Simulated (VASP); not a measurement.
# TaN (R-3m) in VASP: further runs, part 2 of 2

VASP 6.6.1. The steps go on from the part before.

## 3. Single point, PBE

This run uses another cell than the first one, of the same volume but with other edges.

INCAR reads:

```
PREC = Accurate
ENCUT = 520
EDIFF = 1E-6
ISMEAR = 0
SIGMA = 0.15
LREAL = F
LASPH = T
NELM = 80
ALGO = Normal
ISIF = 2
LWAVE = F
LCHARG = F
GGA = PE
NBANDS = 15
```

KPOINTS reads:

```
Automatic mesh
0
Gamma
  20 20 20
```

POSCAR reads:

```
TaN
1.0
    0.1360959164      2.2782142223      2.2782142223
    2.2782142223      0.1360959164      2.2782142223
    2.2782142223      2.2782142223      0.1360959164
Ta N
1 1
Direct
    0.5000000000      0.5000000000      0.5000000000
    0.0000000000      0.0000000000      0.0000000000
```

Potentials or basis: VASP PAW PBE potentials, release 64 (Ta_pv, N).

Run with:

```bash
$ cat potpaw_PBE.64/Ta_pv/POTCAR potpaw_PBE.64/N/POTCAR > POTCAR
$ mpirun -np 1 vasp_std > vasp.out
```

OUTCAR:

```text
PREC = Accurate
   ENCUT = 520
   EDIFF = 1E-6
   ISMEAR = 0
   LREAL = F
   LASPH = T
   NELM = 80
   ISIF = 2
   GGA = PE

 ion  position               nearest neighbor table
   1  0.500  0.500  0.500-   2 2.21   2 2.21   2 2.21   2 2.21   2 2.21   2 2.21
   2  0.000  0.000  0.000-   1 2.21   1 2.21   1 2.21   1 2.21   1 2.21   1 2.21

  LATTYP: Found a trigonal (rhomboedric) cell.
 ALAT       =     3.2247545928
 COS(alpha) =     0.5587410114

  Lattice vectors:

 A1 = (   0.1360959164,   2.2782142223,   2.2782142223)
 A2 = (   2.2782142223,   0.1360959164,   2.2782142223)
 A3 = (   2.2782142223,   2.2782142223,   0.1360959164)

Analysis of symmetry for initial positions (statically):
=====================================================================
 Subroutine PRICEL returns:
 Original cell was already a primitive cell.

 Routine SETGRP: Setting up the symmetry group for a
 trigonal (rhombohedral) supercell.

 Subroutine GETGRP returns: Found 12 space group operations
 (whereof 12 operations were pure point group operations)
 out of a pool of 12 trial point group operations.

The static configuration has the point symmetry D_3d.

Analysis of symmetry for dynamics (positions and initial velocities):
=====================================================================
 Subroutine PRICEL returns:
 Original cell was already a primitive cell.

 Routine SETGRP: Setting up the symmetry group for a
 trigonal (rhombohedral) supercell.

 Subroutine GETGRP returns: Found 12 space group operations
 (whereof 12 operations were pure point group operations)
 out of a pool of 12 trial point group operations.

The dynamic configuration has the point symmetry D_3d.

 Subroutine INISYM returns: Found 12 space group operations
 (whereof 12 operations are pure point group operations),
 and found     1 'primitive' translations

----------------------------------------------------------------------------------------
[... 121 lines left out ...]
   IVDW    =     0    specifies the selected vdW correction
   LEPSILON=     F    determine dielectric tensor
   LRPA    =     F    only Hartree local field effects (RPA)
 non-spin polarized calculation
 Gauss-broadening in eV      SIGMA  =   0.15
  energy-cutoff  :      520.00
  volume of cell :       21.53
 maximum number of plane-waves:       616
   NGX = 11   NGY = 11   NGZ = 11

 number of electron      15.9999998 magnetization

 Free energy of the ion-electron system (eV)
  ---------------------------------------------------
  ext. energy  EPLUGINS =         0.00000000
  ---------------------------------------------------
  free energy    TOTEN  =       -21.79173282 eV

  energy without entropy =      -21.78243016  energy(sigma->0) =      -21.78708149

 E-fermi :   9.2994     XC(G=0): -13.3679

 val. band max:        9.2977183899   @ k =  -0.1000  -0.1500   0.0500
 cond. band min:       9.3019229635   @ k =   0.4500   0.4500   0.3500
 fundamental gap:      0.0042045736
 Fermi energy:         9.2994027721

 k-point     1 :       0.0000    0.0000    0.0000
  band No.  band energies     occupation
      1     -26.5503      2.00000
      2     -26.3380      2.00000
      3     -26.3380      2.00000
      4      -9.3352      2.00000
      5       5.2893      2.00000
      6       5.8619      2.00000
      7       5.8619      2.00000
      8       6.3055      2.00000
      9       7.7038      2.00000
     10       7.7038      2.00000
     11       9.6040      0.00408
     12       9.6040      0.00408
     13      11.0413      0.00000
     14      18.9028      0.00000
[... 401 lines left out ...]
      2     -26.5698      2.00000
      3     -26.4660      2.00000
      4      -6.9592      2.00000
      5       0.1233      2.00000
      6       1.7545      2.00000
      7       2.6899      2.00000
      8       9.0344      1.98752
      9      10.1414      0.00000
     10      11.5648      0.00000
     11      14.2914      0.00000
     12      15.2527      0.00000
     13      16.0927      0.00000
     14      21.3623      0.00000
     15      21.7612      0.00000

 [... further k-points ...]

------------------------ aborting loop because EDIFF is reached ----------------------------------------

  FORCE on cell =-STRESS in cart. coord.  units (eV):
  Direction    XX          YY          ZZ          XY          YZ          ZX
  --------------------------------------------------------------------------------------
  -------------------------------------------------------------------------------------
  Total        0.1962305      0.1962305      0.1962305     -0.4085148     -0.4085148     -0.4085148
  in kB       14.6010387     14.6010387     14.6010387    -30.3965927    -30.3965927    -30.3965927
  external PRESSURE =      14.6010387 kB  Pullay stress =       0.0000000 kB

 VOLUME and BASIS-vectors are now :
 -----------------------------------------------------------------------------
  energy-cutoff  :      520.00
  volume of cell :       21.53
      direct lattice vectors                 reciprocal lattice vectors
     0.136095916  2.278214222  2.278214222    -0.240183445  0.226644179  0.226644179
     2.278214222  0.136095916  2.278214222     0.226644179 -0.240183445  0.226644179
     2.278214222  2.278214222  0.136095916     0.226644179  0.226644179 -0.240183445

 POSITION                                       TOTAL-FORCE (eV/Angst)
 -----------------------------------------------------------------------------------
      2.34626      2.34626      2.34626         0.000000      0.000000     -0.000000
      0.00000      0.00000      0.00000         0.000000      0.000000      0.000000
 -----------------------------------------------------------------------------------
    total drift:                                0.000000     -0.000000     -0.000000

  FREE ENERGIE OF THE ION-ELECTRON SYSTEM (eV)
  ---------------------------------------------------
  free  energy   TOTEN  =       -21.7917328180 eV

  energy  without entropy=      -21.7824301573  energy(sigma->0) =      -21.78708149
```

OSZICAR:

```text
N       E                     dE             d eps       ncg     rms          rms(c)
DAV:   1     0.897435108287E+02    0.89744E+02   -0.87835E+03 23453   0.113E+03
DAV:   2    -0.220023889241E+02   -0.11175E+03   -0.10504E+03 29051   0.302E+02
DAV:   3    -0.248126437093E+02   -0.28103E+01   -0.27924E+01 26021   0.446E+01
DAV:   4    -0.248238365141E+02   -0.11193E-01   -0.11190E-01 30709   0.301E+00
DAV:   5    -0.248239103780E+02   -0.73864E-04   -0.73863E-04 26434   0.218E-01    0.234E+01
DAV:   6    -0.218900385191E+02    0.29339E+01   -0.55331E+00 28457   0.263E+01    0.961E+00
DAV:   7    -0.218260502939E+02    0.63988E-01   -0.59259E-01 26874   0.624E+00    0.674E+00
DAV:   8    -0.217989053442E+02    0.27145E-01   -0.15748E-01 28561   0.337E+00    0.163E+00
DAV:   9    -0.217917891461E+02    0.71162E-02   -0.19103E-02 26741   0.113E+00    0.271E-01
DAV:  10    -0.217917711059E+02    0.18040E-04   -0.12404E-03 28281   0.377E-01    0.562E-02
DAV:  11    -0.217917330709E+02    0.38035E-04   -0.70314E-05 26870   0.981E-02    0.163E-02
DAV:  12    -0.217917328180E+02    0.25296E-06   -0.62264E-06 27756   0.241E-02
   1 F= -.21791733E+02 E0= -.21787081E+02  d E =-.930266E-02
```

It took 2.7 min on 1 thread of Intel Xeon Platinum 8259CL at 2.50GHz (Skylake/Cascade Lake), shared host; peak memory 0.36 GiB.

What came out:

| Item | Value |
| --- | --- |
| Free energy | -21.7917 eV |
| Pressure | 1.5 GPa |
| Band gap on the k mesh | zero (band 8 reaches 10.80 eV, above the bottom of band 9 at 7.70 eV) |

Caveat: spin-orbit coupling is left out, which moves the levels of the heavy elements.

## 4. Single point, PBE

This run uses another cell than the first one, of 11.20 Å³/atom, 1.040 times its volume.

INCAR reads:

```
PREC = Accurate
ENCUT = 520
EDIFF = 1E-6
ISMEAR = 0
SIGMA = 0.15
LREAL = F
LASPH = T
NELM = 100
ALGO = Normal
ISIF = 2
LWAVE = F
LCHARG = T
GGA = PE
LELF = T
LVHAR = T
NBANDS = 15
```

KPOINTS reads:

```
regular mesh
0
Gamma
  20 20 20
```

POSCAR reads:

```
TaN
1.0
   -0.2636999538      2.1134029948      2.1134029948
    2.1134029948     -0.2636999538      2.1134029948
    2.1134029948      2.1134029948     -0.2636999538
Ta N
1 1
Direct
    0.5000000000      0.5000000000      0.5000000000
    0.0000000000      0.0000000000      0.0000000000
```

Run with:

```bash
$ cat potpaw_PBE.64/Ta_pv/POTCAR potpaw_PBE.64/N/POTCAR > POTCAR
$ mpirun -np 1 vasp_std > vasp.out
```

It took 2.6 min on 1 thread of Intel Xeon Platinum 8259CL at 2.50GHz (Skylake/Cascade Lake), shared host; peak memory 0.37 GiB.

It converged, with:

```
Free energy            : -21.5772 eV
Pressure               : -9.9 GPa
Band gap on the k mesh : zero (band 8 reaches 11.28 eV, above the bottom of band 9 at 5.99 eV)
```

Stress tensor (GPa, compression positive):
```
-9.89  9.91  9.91
 9.91 -9.89  9.91
 9.91  9.91 -9.89
```

Levels at points of the mesh, in eV from the Fermi level:
| k point | band 5 | band 6 | band 7 | band 8 | band 9 | band 10 | band 11 | band 12 |
| --- | --- | --- | --- | --- | --- | --- | --- | --- |
| (0.00, 0.00, 0.00) | -3.48 | -3.48 | -2.78 | -2.78 | -2.68 | -0.71 | 0.75 | 0.75 |
| (0.50, 0.00, 0.00) | -9.68 | -7.11 | -5.47 | 0.28 | 0.56 | 4.22 | 4.43 | 6.42 |
| (0.50, 0.50, 0.00) | -6.23 | -4.83 | -4.66 | -3.51 | 1.78 | 2.37 | 3.95 | 4.14 |
| (0.50, 0.50, 0.50) | -9.35 | -7.75 | -7.75 | 2.60 | 3.19 | 3.19 | 3.61 | 7.76 |

Caveat: spin-orbit coupling is left out, which moves the levels of the heavy elements.

## 5. The runs side by side

| cell | gap on the mesh (eV) | pressure (GPa) |
| --- | --- | --- |
| a = 3.035 Å, angles 64.0°, 2 atoms | none | 1.4 |
| a = 3.225 Å, angles 56.0°, 2 atoms | none | 1.5 |
| a = 3.000 Å, angles 68.1°, 2 atoms | none | -9.9 |

Alike in all rows: task single point; level PBE; potentials or basis VASP PAW PBE potentials, release 64 (Ta_pv, N); no spin polarisation; k mesh 20 × 20 × 20; cutoff (eV) 520; smearing gaussian 0.15 eV.

Caveats: spin-orbit coupling is left out, which moves the levels of the heavy elements.

Total energies depend on the potentials used, so only differences within one code and one set of settings carry meaning.
